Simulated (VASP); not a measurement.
# I (I4/mmm) in VASP: further runs

Runs on I. Level: PBE. Tasks: single point.

Everything below comes from runs of VASP 6.6.1. Logs are shortened: lines on timing, memory, paths and dates and some standing lists are left out, and cuts for length are marked.

### Step 1. The cell of the first run

The structure is tetragonal, space group I4/mmm (No. 139). The conventional cell has a = 3.034 Å, b = 3.034 Å, c = 8.768 Å, α = 90.00°, β = 90.00°, γ = 90.00°. I (site symmetry 4/mmm) has 4 I at 3.03 Å within 4.0 Å.

### Step 2. Single point, PBE (strained)

INCAR reads:

```
  PREC = Accurate
  ENCUT = 520
  EDIFF = 1E-6
  ISMEAR = 0
  SIGMA = 0.1
  LREAL = False
  LASPH = True
  NELM = 60
  ALGO = Normal
  ISIF = 2
  LWAVE = False
  LCHARG = False
  GGA = PE
  NBANDS = 10
```

KPOINTS reads:

```
Automatic mesh
0
Gamma
  18 18 18
```

POSCAR reads:

```
I
1.0
   -1.5171737280      1.5171737280      4.3842226240
    1.5171737280     -1.5171737280      4.3842226240
    1.5171737280      1.5171737280     -4.3842226240
I
1
Direct
    0.0000000000      0.0000000000      0.0000000000
```

Potentials or basis: VASP PAW PBE potentials, release 64 (I).

Run with:

```sh
$ cat potpaw_PBE.64/I/POTCAR > POTCAR
$ mpirun -np 1 vasp_std > vasp.out
```

OUTCAR:

```text
PREC = Accurate
   ENCUT = 520
   EDIFF = 1E-6
   ISMEAR = 0
   LREAL = False
   LASPH = True
   NELM = 60
   ISIF = 2
   GGA = PE

 ion  position               nearest neighbor table
   1  0.000  0.000  0.000-

  LATTYP: Found a body centered tetragonal cell.
 ALAT       =     3.0343474560
 C/A-ratio  =     2.8897301232

  Lattice vectors:

 A1 = (  -1.5171737280,   1.5171737280,   4.3842226240)
 A2 = (   1.5171737280,  -1.5171737280,   4.3842226240)
 A3 = (   1.5171737280,   1.5171737280,  -4.3842226240)

Analysis of symmetry for initial positions (statically):
=====================================================================
 Subroutine PRICEL returns:
 Original cell was already a primitive cell.

 Routine SETGRP: Setting up the symmetry group for a
 body centered tetragonal supercell.

 Subroutine GETGRP returns: Found 16 space group operations
 (whereof 16 operations were pure point group operations)
 out of a pool of 16 trial point group operations.

The static configuration has the point symmetry D_4h.

Analysis of symmetry for dynamics (positions and initial velocities):
=====================================================================
 Subroutine PRICEL returns:
 Original cell was already a primitive cell.

 Routine SETGRP: Setting up the symmetry group for a
 body centered tetragonal supercell.

 Subroutine GETGRP returns: Found 16 space group operations
 (whereof 16 operations were pure point group operations)
 out of a pool of 16 trial point group operations.

The dynamic configuration has the point symmetry D_4h.

 Subroutine INISYM returns: Found 16 space group operations
 (whereof 16 operations are pure point group operations),
 and found     1 'primitive' translations

----------------------------------------------------------------------------------------

                                     Primitive cell

  volume of cell :      40.3667

  direct lattice vectors                    reciprocal lattice vectors
    -1.517173728  1.517173728  4.384222624     0.000000000  0.329560149  0.114045304
     1.517173728 -1.517173728  4.384222624     0.329560149  0.000000000  0.114045304
     1.517173728  1.517173728 -4.384222624     0.329560149  0.329560149  0.000000000

  length of vectors
     4.881090069  4.881090069  4.881090069     0.348735176  0.348735176  0.466068432

  position of ions in fractional coordinates (direct lattice)
     0.000000000  0.000000000  0.000000000

  ion indices of the primitive-cell ions
[... 79 lines left out ...]
   NFREE  =      0    steps in history (QN), initial steepest desc. (CG)
   ISIF   =      2    stress and relaxation
   ISYM   =      2    0-nonsym 1-usesym 2-fastsym
   POTIM  = 0.5000    time-step for ionic-motion
   TEBEG  =    0.0;   TEEND  =   0.0 temperature during run
   PSTRESS=    0.0 pullay stress
   NELECT =       7.0000    total number of electrons
   NUPDOWN=      -1.0000    fix difference up-down
   EMIN   =  10.00;   EMAX   =-10.00  energy-range for DOS
   EFERMI =   0.00;   METHOD = LEGACY
   ISMEAR =     0;   SIGMA  =   0.10  broadening in eV -4-tet -1-fermi 0-gaus
   EFERMI_NEDOS =   21; number of points for ismear=-14 and -15
   IALGO  =     38    algorithm
   IMIX   =      4    mixing-type and parameters
     AMIX     =   0.40;   BMIX     =  1.00
     AMIX_MAG =   1.60;   BMIX_MAG =  1.00
  volume/ion in A,a.u.               =      40.37       272.41
  Fermi-wavevector in a.u.,A,eV,Ry     =   0.912921  1.725170 11.339427  0.833424
  Thomas-Fermi vector in A             =   2.037373
   LORBIT       =      0    0 simple, 1 ext, 2 COOP (PROOUT), +10 PAW based schemes
   GGA     = PE    functional components
   LHFCALC =     F    Hartree Fock is set to
   AEXX    =    0.0000 exact exchange contribution
   IVDW    =     0    specifies the selected vdW correction
   LEPSILON=     F    determine dielectric tensor
   LRPA    =     F    only Hartree local field effects (RPA)
 non-spin polarized calculation
 Gauss-broadening in eV      SIGMA  =   0.10
  energy-cutoff  :      520.00
  volume of cell :       40.37
 maximum number of plane-waves:      1111
   NGX = 19   NGY = 19   NGZ = 19

 number of electron       7.0000000 magnetization

 Free energy of the ion-electron system (eV)
  ---------------------------------------------------
  ext. energy  EPLUGINS =         0.00000000
  ---------------------------------------------------
  free energy    TOTEN  =        -1.27368939 eV

  energy without entropy =       -1.27020836  energy(sigma->0) =       -1.27194888

 E-fermi :   4.0833     XC(G=0):  -8.0798

 val. band max:        4.0780269275   @ k =  -0.2778   0.3333   0.1111
 cond. band min:       4.0844280768   @ k =  -0.1667  -0.2222   0.0556
 fundamental gap:      0.0064011493
 Fermi energy:         4.0832981666

 k-point     1 :       0.0000    0.0000    0.0000
  band No.  band energies     occupation
      1     -10.9202      2.00000
      2       0.5977      2.00000
      3       5.2380      0.00000
      4       5.2380      0.00000
      5       7.3208      0.00000
      6      11.0472      0.00000
      7      12.4638      0.00000
      8      17.0300      0.00000
      9      17.3045      0.00000
     10      17.3045      0.00000
[... 287 lines left out ...]
 k-point    24 :      -0.2222    0.0556   -0.0000
  band No.  band energies     occupation
      1     -10.2546      2.00000
      2       1.0620      2.00000
      3       1.3584      2.00000
      4       5.3237      0.00000
      5       8.3454      0.00000
      6      11.8275      0.00000
      7      12.7464      0.00000
      8      16.5332      0.00000
      9      16.7955      0.00000
     10      18.2614      0.00000

 [... further k-points ...]

------------------------ aborting loop because EDIFF is reached ----------------------------------------

  FORCE on cell =-STRESS in cart. coord.  units (eV):
  Direction    XX          YY          ZZ          XY          YZ          ZX
  --------------------------------------------------------------------------------------
  -------------------------------------------------------------------------------------
  Total        2.4519987      2.4519987      0.0102856      0.0000000     -0.0000000      0.0000000
  in kB       97.3212314     97.3212314      0.4082394      0.0000000     -0.0000000      0.0000000
  external PRESSURE =      65.0169008 kB  Pullay stress =       0.0000000 kB

 VOLUME and BASIS-vectors are now :
 -----------------------------------------------------------------------------
  energy-cutoff  :      520.00
  volume of cell :       40.37
      direct lattice vectors                 reciprocal lattice vectors
    -1.517173728  1.517173728  4.384222624     0.000000000  0.329560149  0.114045304
     1.517173728 -1.517173728  4.384222624     0.329560149  0.000000000  0.114045304
     1.517173728  1.517173728 -4.384222624     0.329560149  0.329560149  0.000000000

 POSITION                                       TOTAL-FORCE (eV/Angst)
 -----------------------------------------------------------------------------------
      0.00000      0.00000      0.00000        -0.000000      0.000000      0.000000
 -----------------------------------------------------------------------------------
    total drift:                                0.000000      0.000000     -0.000000

  FREE ENERGIE OF THE ION-ELECTRON SYSTEM (eV)
  ---------------------------------------------------
  free  energy   TOTEN  =        -1.2736893943 eV

  energy  without entropy=       -1.2702083620  energy(sigma->0) =       -1.27194888
```

Run time: 7.8 min. Hardware: 1 thread of AMD EPYC 7R13, shared host; peak memory 0.31 GiB.

Results:

```
Free energy : -1.2737 eV
Pressure    : 6.5 GPa
```

Stress tensor (GPa, compression positive):
```
9.73 0.00 0.00
0.00 9.73 0.00
0.00 0.00 0.04
```

Levels at points of the mesh, in eV from the Fermi level:
| k point | band 1 | band 2 | band 3 | band 4 | band 5 | band 6 | band 7 | band 8 |
| --- | --- | --- | --- | --- | --- | --- | --- | --- |
| (0.00, 0.00, 0.00) | -15.00 | -3.49 | 1.15 | 1.15 | 3.24 | 6.96 | 8.38 | 12.95 |
| (0.50, 0.00, 0.00) | -13.05 | -6.54 | -2.34 | 2.55 | 4.11 | 9.20 | 9.35 | 10.51 |
| (0.50, 0.50, 0.00) | -11.05 | -5.00 | -4.89 | -0.71 | 3.01 | 6.20 | 8.40 | 9.74 |
| (0.50, 0.50, 0.50) | -14.91 | -4.71 | 1.08 | 1.08 | 6.77 | 7.93 | 8.42 | 10.88 |

Caveat: the cell differs from its parent crystal (strained); spin-orbit coupling is left out, which moves the levels of the heavy elements; an odd number of electrons without spin polarisation forces a metal; a magnetic or distorted state may lie lower.

### Step 3. Single point, PBE (strained)

INCAR reads:

```
SYSTEM = I
  PREC = Accurate
  ENCUT = 520
  EDIFF = 1E-6
  ISMEAR = 0
  SIGMA = 0.1
  LREAL = .False.
  LASPH = .True.
  NELM = 60
  ALGO = Normal
  ISIF = 2
  LWAVE = .False.
  LCHARG = .False.
  GGA = PE
  NBANDS = 10
```

KPOINTS reads:

```
regular mesh
0
Gamma
  18 18 18
  0 0 0
```

POSCAR reads:

```
I
1.0
   -1.6188955358      1.6188955358      4.1406594391
    1.6188955358     -1.6188955358      4.1406594391
    1.6188955358      1.6188955358     -4.1406594391
I
1
Direct
    0.0000000000      0.0000000000      0.0000000000
```

Potentials or basis: VASP PAW PBE potentials, release 64 (I).

Run with:

```sh
$ cat potpaw_PBE.64/I/POTCAR > POTCAR
$ mpirun -np 1 vasp_std > vasp.out
```

Run time: 7.3 min. Hardware: 1 thread of AMD EPYC 7R13, shared host; peak memory 0.32 GiB.

The run converged. Its results:

| Property | Result |
| --- | --- |
| Free energy | -1.4137 eV |
| Pressure | 0.1 GPa |

Stress tensor (GPa, compression positive):
```
-0.07  0.00  0.00
 0.00 -0.07  0.00
 0.00  0.00  0.31
```

Levels at points of the mesh, in eV from the Fermi level:
| k point | band 1 | band 2 | band 3 | band 4 | band 5 | band 6 | band 7 | band 8 | band 9 |
| --- | --- | --- | --- | --- | --- | --- | --- | --- | --- |
| (0.00, 0.00, 0.00) | -13.64 | -2.06 | 0.95 | 0.95 | 4.44 | 7.47 | 8.14 | 12.52 | 12.52 |
| (0.50, 0.00, 0.00) | -12.27 | -4.98 | -1.60 | 1.84 | 4.98 | 9.45 | 10.20 | 11.41 | 11.76 |
| (0.50, 0.50, 0.00) | -10.97 | -3.87 | -3.67 | -0.47 | 4.12 | 6.50 | 9.54 | 10.49 | 11.39 |
| (0.50, 0.50, 0.50) | -13.48 | -3.66 | 0.81 | 0.81 | 7.11 | 7.48 | 9.84 | 13.22 | 14.85 |

Caveat: the cell differs from its parent crystal (strained); spin-orbit coupling is left out, which moves the levels of the heavy elements; an odd number of electrons without spin polarisation forces a metal; a magnetic or distorted state may lie lower.
